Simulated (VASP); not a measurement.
# Ti8HO16 (a cell with a defect) in VASP: further runs

Runs on Ti8HO16 (a cell with a defect). Level: r2SCAN. Tasks: single point.

All numbers are computed with VASP 6.6.1; they aren't measurements. Logs are shortened: lines on timing, memory, paths and dates and some standing lists are left out, and cuts for length are marked.

## (1) The cell of the first run

The cell holds a defect, 25 atoms: a = 6.500 Å, b = 6.500 Å, c = 7.486 Å, α = 115.73°, β = 115.73°, γ = 90.00°.

## (2) Single point, r2SCAN

Contents of POSCAR:

```
Ti8HO16
1.0
    4.5964475549     -4.5964475549      0.0000000000
   -4.5964475549     -4.5964475549      0.0000000000
    0.0000000000      4.5964475549     -5.9081090620
Ti O H
8 16 1
Direct
    0.7344193178      0.2496740937      0.5044847630
    0.5189367931      1.0212257831      1.0169563454
    0.2517246566      0.7545288270      0.4831327537
    0.9797262977      0.4953587566      0.9955845328
    0.1223172826      0.1344734095      0.2495026724
    0.8988920440      0.8770519166      0.7501826648
    0.6227457476      0.6348986112      0.2507900556
    0.3488565439      0.3524166846      0.7501000664
    0.6330718864      0.9294990693      0.2497249094
    0.4118706835      0.6670194666      0.7498680125
    0.1331947781      0.4297790389      0.2502203301
    0.8846750348      0.1791547474      0.7499817545
    0.0534337845      0.2534423757      0.4983403267
    0.8083830802      1.0053723831      0.9992205523
    0.5589990955      0.7561308998      0.5006375084
    0.3050506830      0.5051589163      1.0015823909
    0.2024945481      0.9908379278     -0.0011299724
    0.9535138880      0.7420105502      0.5010780893
    0.6944572200      0.4885775730      0.0000385910
    0.4443360964      0.2384769000      0.4998110172
    0.6245883317      0.3222302642      0.2538208053
    0.3699220764      0.0626804549      0.7500183144
    0.1206455999      0.8183713896      0.2460914287
    0.8595887901      0.5710361667      0.7498972943
    0.5610986193      0.6480446782      0.7494991974
```

Contents of INCAR.step1:

```
  PREC = Accurate
  ENCUT = 520
  ISMEAR = 0
  SIGMA = 0.02
  LREAL = Auto
  LASPH = T
  NELM = 100
  NELECT = 192.0
  NBANDS = 114
  GGA = PE
  ALGO = Normal
  EDIFF = 1E-4
  LWAVE = T
  LCHARG = F
```

Contents of INCAR.step2:

```
  PREC = Accurate
  ENCUT = 520
  EDIFF = 1E-7
  ISMEAR = 0
  SIGMA = 0.02
  LREAL = Auto
  LASPH = T
  NELM = 100
  ALGO = Normal
  ISIF = 2
  LWAVE = F
  LCHARG = F
  METAGGA = R2SCAN
  LMIXTAU = T
  NELECT = 192.0
  NBANDS = 114
  ISTART = 1
```

Contents of KPOINTS:

```
Automatic mesh
0
Gamma
  2 2 2
```

Potentials or basis: VASP PAW PBE potentials, release 64 (Ti_sv, O, H).

The run is started by

```
cat potpaw_PBE.64/Ti_sv/POTCAR potpaw_PBE.64/O/POTCAR potpaw_PBE.64/H/POTCAR > POTCAR
cp INCAR.step1 INCAR
mpirun -np 1 vasp_std > vasp.out
cp INCAR.step2 INCAR
mpirun -np 1 vasp_std > vasp.out
```

OUTCAR:

```text
PREC = Accurate
   ENCUT = 520
   EDIFF = 1E-7
   ISMEAR = 0
   LREAL = Auto
   LASPH = T
   NELM = 100
   ISIF = 2
   METAGGA = R2SCAN
   NELECT = 192.0
   ISTART = 1

 ion  position               nearest neighbor table
   1  0.734  0.250  0.504-  20 1.87  12 1.93  24 1.94  21 1.96   9 1.97  13 2.09   2 2.89   4 2.90

   2  0.519  0.021  0.017-  21 1.84   9 1.93  14 1.94  22 1.95  17 2.01  10 2.14   1 2.89
   3  0.252  0.755  0.483-  23 1.84  11 1.93  15 1.94  22 1.95  18 2.00  10 2.14   4 2.89
   4  0.980  0.495  0.996-  19 1.87  12 1.93  24 1.94  23 1.96  11 1.97  16 2.10   3 2.89   1 2.90

   5  0.122  0.134  0.250-  11 1.92  14 1.92  13 1.93  20 1.96  17 2.00  23 2.04
   6  0.899  0.877  0.750-  17 1.88  18 1.88  12 1.97  24 2.00  14 2.03  15 2.03
   7  0.623  0.635  0.251-  15 1.92   9 1.92  16 1.94  19 1.96  18 2.00  21 2.04
   8  0.349  0.352  0.750-  16 1.86  13 1.86  22 1.89  19 2.06  20 2.06  10 2.09
   9  0.633  0.929  0.250-   7 1.92   2 1.93   1 1.97
  10  0.412  0.667  0.750-  25 0.98   8 2.09   3 2.14   2 2.14
  11  0.133  0.430  0.250-   5 1.92   3 1.93   4 1.97
  12  0.885  0.179  0.750-   1 1.93   4 1.93   6 1.97
  13  0.053  0.253  0.498-   8 1.86   5 1.93   1 2.09
  14  0.808  0.005  0.999-   5 1.92   2 1.94   6 2.03
  15  0.559  0.756  0.501-   7 1.92   3 1.94   6 2.03
  16  0.305  0.505  0.002-   8 1.86   7 1.94   4 2.10
  17  0.202  0.991  0.999-   6 1.88   5 2.00   2 2.01
  18  0.954  0.742  0.501-   6 1.88   7 2.00   3 2.00
  19  0.694  0.489  0.000-   4 1.87   7 1.96   8 2.06
  20  0.444  0.238  0.500-   1 1.87   5 1.96   8 2.06
  21  0.625  0.322  0.254-   2 1.84   1 1.96   7 2.04
  22  0.370  0.063  0.750-   8 1.89   3 1.95   2 1.95
  23  0.121  0.818  0.246-   3 1.84   4 1.96   5 2.04
  24  0.860  0.571  0.750-   1 1.94   4 1.94   6 2.00
  25  0.561  0.648  0.749-  10 0.98

  LATTYP: Found a body centered tetragonal cell.
 ALAT       =     6.5003584709
 C/A-ratio  =     1.8177794620

  Lattice vectors:

 A1 = (   4.5964475549,   0.0000000000,   5.9081090620)
 A2 = (  -4.5964475549,   0.0000000000,   5.9081090620)
 A3 = (   0.0000000000,  -4.5964475549,  -5.9081090620)

Analysis of symmetry for initial positions (statically):
=====================================================================
 Subroutine PRICEL returns:
 Original cell was already a primitive cell.

 Routine SETGRP: Setting up the symmetry group for a
 body centered tetragonal supercell.

 Subroutine GETGRP returns: Found  1 space group operations
 (whereof  1 operations were pure point group operations)
 out of a pool of 16 trial point group operations.

The static configuration has the point symmetry C_1 .

Analysis of symmetry for dynamics (positions and initial velocities):
=====================================================================
 Subroutine PRICEL returns:
 Original cell was already a primitive cell.

 Routine SETGRP: Setting up the symmetry group for a
 body centered tetragonal supercell.

 Subroutine GETGRP returns: Found  1 space group operations
 (whereof  1 operations were pure point group operations)
 out of a pool of 16 trial point group operations.

The dynamic configuration has the point symmetry C_1 .

 Subroutine INISYM returns: Found  1 space group operations
 (whereof  1 operations are pure point group operations),
 and found     1 'primitive' translations

----------------------------------------------------------------------------------------

                                     Primitive cell

  volume of cell :     249.6451

  direct lattice vectors                    reciprocal lattice vectors
     4.596447555 -4.596447555  0.000000000     0.108779660 -0.108779660 -0.084629447
    -4.596447555 -4.596447555  0.000000000    -0.108779660 -0.108779660 -0.084629447
     0.000000000  4.596447555 -5.908109062     0.000000000  0.000000000 -0.169258893

  length of vectors
     6.500358471  6.500358471  7.485524886     0.175579531  0.175579531  0.169258893

  position of ions in fractional coordinates (direct lattice)
     0.734419318  0.249674094  0.504484763
     0.518936793  0.021225783  0.016956345
     0.251724657  0.754528827  0.483132754
     0.979726298  0.495358757  0.995584533
     0.122317283  0.134473410  0.249502672
     0.898892044  0.877051917  0.750182665
[... 17 lines left out ...]
     0.859588790  0.571036167  0.749897294
     0.561098619  0.648044678  0.749499197

  ion indices of the primitive-cell ions
   primitive index   ion index
                 1           1
                 2           2
                 3           3
                 4           4
                 5           5
                 6           6
[... 17 lines left out ...]
                24          24
                25          25

----------------------------------------------------------------------------------------

 KPOINTS: Automatic mesh

Automatic generation of k-mesh.
 Grid dimensions read from file:
 generate k-points for:    2    2    2

 Generating k-lattice:

  Cartesian coordinates                     Fractional coordinates (reciprocal lattice)
     0.054389830 -0.054389830 -0.042314723     0.500000000  0.000000000  0.000000000
    -0.054389830 -0.054389830 -0.042314723     0.000000000  0.500000000  0.000000000
     0.000000000  0.000000000 -0.084629447     0.000000000  0.000000000  0.500000000

  Length of vectors
     0.087789766  0.087789766  0.084629447

  Shift w.r.t. Gamma in fractional coordinates (k-lattice)
     0.000000000  0.000000000  0.000000000

 Subroutine IBZKPT returns following result:
 ===========================================

 Found      8 irreducible k-points:

 Following reciprocal coordinates:
            Coordinates               Weight
  0.000000  0.000000  0.000000      1.000000
  0.500000  0.000000  0.000000      1.000000
  0.000000  0.500000  0.500000      1.000000
  0.500000  0.000000  0.500000      1.000000
  0.000000  0.500000  0.000000      1.000000
  0.500000  0.500000  0.000000      1.000000
  0.500000  0.500000  0.500000      1.000000
  0.000000  0.000000  0.500000      1.000000
   k-points           NKPTS =      8   k-points in BZ     NKDIM =      8   number of bands    NBANDS=    114
   number of dos      NEDOS =    301   number of ions     NIONS =     25
   total plane-waves  NPLWV = 129024
   dimension x,y,z NGX =    48 NGY =   48 NGZ =   56
   dimension x,y,z NGXF=    96 NGYF=   96 NGZF=  112
   ions per type =               8  16   1
   NGX,Y,Z   is equivalent  to a cutoff of  12.28, 12.28, 12.44 a.u.
   NGXF,Y,Z  is equivalent  to a cutoff of  24.55, 24.55, 24.87 a.u.
 SYSTEM =  unknown system
   PREC   = accura    normal or accurate (medium, high low for compatibility)
   ISTART =      1    job   : 0-new  1-cont  2-samecut
   ICHARG =      0    charge: 1-file 2-atom 10-const
   ISPIN  =      1    spin polarized calculation?
   LNONCOLLINEAR =      F non collinear calculations
   LSORBIT =      F    spin-orbit coupling
   LASPH  =      T    aspherical Exc in radial PAW
   ENCUT  =  520.0 eV  38.22 Ry    6.18 a.u.  12.09 12.09 13.92*2*pi/ulx,y,z
   NELM   =    100;   NELMIN=  2; NELMDL=  0     # of ELM steps
   EDIFF  = 0.1E-06   stopping-criterion for ELM
   LREAL  =      T    real-space projection
   EDIFFG = 0.1E-05   stopping-criterion for IOM
   NSW    =      0    number of steps for IOM
   IBRION =     -1    ionic relax: 0-MD 1-quasi-New 2-CG
   NFREE  =      0    steps in history (QN), initial steepest desc. (CG)
   ISIF   =      2    stress and relaxation
   ISYM   =      2    0-nonsym 1-usesym 2-fastsym
   POTIM  = 0.5000    time-step for ionic-motion
   TEBEG  =    0.0;   TEEND  =   0.0 temperature during run
   PSTRESS=    0.0 pullay stress
   NELECT =     192.0000    total number of electrons
   NUPDOWN=      -1.0000    fix difference up-down
   EMIN   =  10.00;   EMAX   =-10.00  energy-range for DOS
   EFERMI =   0.00;   METHOD = LEGACY
   ISMEAR =     0;   SIGMA  =   0.02  broadening in eV -4-tet -1-fermi 0-gaus
   EFERMI_NEDOS =   21; number of points for ismear=-14 and -15
   IALGO  =     38    algorithm
   IMIX   =      4    mixing-type and parameters
     AMIX     =   0.40;   BMIX     =  1.00
     AMIX_MAG =   1.60;   BMIX_MAG =  1.00
  volume/ion in A,a.u.               =       9.99        67.39
  Fermi-wavevector in a.u.,A,eV,Ry     =   1.499918  2.834434 30.609764  2.249754
  Thomas-Fermi vector in A             =   2.611486
   LORBIT       =      0    0 simple, 1 ext, 2 COOP (PROOUT), +10 PAW based schemes
   METAGGA = R2SCAN    functional components
   LHFCALC =     F    Hartree Fock is set to
   AEXX    =    0.0000 exact exchange contribution
   IVDW    =     0    specifies the selected vdW correction
   LEPSILON=     F    determine dielectric tensor
   LRPA    =     F    only Hartree local field effects (RPA)
 non-spin polarized calculation
 Gauss-broadening in eV      SIGMA  =   0.02
  energy-cutoff  :      520.00
  volume of cell :      249.65
 maximum number of plane-waves:      6754
   NGX = 25   NGY = 25   NGZ = 27

 number of electron     191.9999977 magnetization

 Free energy of the ion-electron system (eV)
  ---------------------------------------------------
  ext. energy  EPLUGINS =         0.00000000
  ---------------------------------------------------
  free energy    TOTEN  =      -289.10199286 eV

  energy without entropy =     -289.10199286  energy(sigma->0) =     -289.10199286

 E-fermi :   4.5608     XC(G=0): -12.1515

 val. band max:        4.4620944955   @ k =   0.0000   0.0000   0.0000
 cond. band min:       6.9205026870   @ k =   0.0000   0.0000   0.0000
 fundamental gap:      2.4584081915
 Fermi energy:         4.5608281452

 k-point     1 :       0.0000    0.0000    0.0000
  band No.  band energies     occupation
      1     -54.4990      2.00000
      2     -54.4931      2.00000
      3     -54.4737      2.00000
      4     -54.4649      2.00000
      5     -54.4364      2.00000
      6     -54.4126      2.00000
[... 100 lines left out ...]
    107       7.9402      0.00000
    108       8.0415      0.00000
[... 775 lines left out ...]
    107       7.8189      0.00000
    108       7.8804      0.00000
 [bands above 108 left out]

------------------------ aborting loop because EDIFF is reached ----------------------------------------

  FORCE on cell =-STRESS in cart. coord.  units (eV):
  Direction    XX          YY          ZZ          XY          YZ          ZX
  --------------------------------------------------------------------------------------
  -------------------------------------------------------------------------------------
  Total       -7.4877783     -3.6584741     -1.8530188      2.8605147     -0.0028753     -0.0025246
  in kB      -48.0552060    -23.4794243    -11.8923393     18.3582656     -0.0184533     -0.0162021
  external PRESSURE =     -27.8089899 kB  Pullay stress =       0.0000000 kB

 VOLUME and BASIS-vectors are now :
 -----------------------------------------------------------------------------
  energy-cutoff  :      520.00
  volume of cell :      249.65
      direct lattice vectors                 reciprocal lattice vectors
     4.596447555 -4.596447555  0.000000000     0.108779660 -0.108779660 -0.084629447
    -4.596447555 -4.596447555  0.000000000    -0.108779660 -0.108779660 -0.084629447
     0.000000000  4.596447555 -5.908109062     0.000000000  0.000000000 -0.169258893

 POSITION                                       TOTAL-FORCE (eV/Angst)
 -----------------------------------------------------------------------------------
      2.22811     -2.20450     -2.98055         0.061653     -0.078146      0.031393
      2.28770     -2.40489     -0.10018         0.034542      0.085202      0.137625
     -2.31111     -2.40450     -2.85440         0.038147      0.087893     -0.131980
      2.22637     -2.20400     -5.88202         0.066979     -0.082980     -0.030170
     -0.05587     -0.03350     -1.47409         0.060932      0.021205      0.015677
      0.10039     -4.71486     -4.43216        -0.055164      0.076190      0.004908
[... 17 lines left out ...]
      1.32632     -3.12893     -4.43048        -0.050525     -0.024635      0.000236
     -0.39964     -2.11273     -4.42812         0.127723     -0.094569     -0.002114
 -----------------------------------------------------------------------------------
    total drift:                               -0.014707     -0.012581      0.001461

  FREE ENERGIE OF THE ION-ELECTRON SYSTEM (eV)
  ---------------------------------------------------
  free  energy   TOTEN  =      -289.1019928632 eV

  energy  without entropy=     -289.1019928632  energy(sigma->0) =     -289.10199286
```

Run time: 15 min. Hardware: 1 thread of Intel Xeon Platinum 8488C (Sapphire Rapids), shared host; peak memory 0.46 GiB.

Results:

* Free energy: -289.1020 eV
* Largest force: 0.166 eV/Å

Forces in eV/Å, atoms in the order of the input:
```
Ti   0.062 -0.078  0.031
Ti   0.035  0.085  0.138
Ti   0.038  0.088 -0.132
Ti   0.067 -0.083 -0.030
Ti   0.061  0.021  0.016
Ti  -0.055  0.076  0.005
Ti   0.061  0.016 -0.008
Ti   0.044 -0.139 -0.009
O    0.013  0.004 -0.012
O   -0.101  0.056 -0.001
O    0.011  0.000  0.012
O    0.042  0.027 -0.002
O   -0.094  0.078  0.032
O    0.000  0.004  0.042
O   -0.001  0.004 -0.043
O   -0.091  0.078 -0.039
O    0.044 -0.042 -0.052
O    0.045 -0.040  0.049
O   -0.052  0.052  0.031
O   -0.044  0.045 -0.030
O   -0.088 -0.071 -0.068
O    0.013  0.008  0.001
O   -0.087 -0.069  0.070
O   -0.051 -0.025  0.000
H    0.128 -0.095 -0.002
```

Caveat: the k points lie up to 0.55 Å⁻¹ apart; the cell carries a net charge on a neutralising background, which shifts energy and pressure; the cell is charged against a uniform background, so pressure and absolute levels hang on convention; the PAW data sets were made with another functional, which shifts forces and pressure a little.

(Continued in part 2 of 2.)
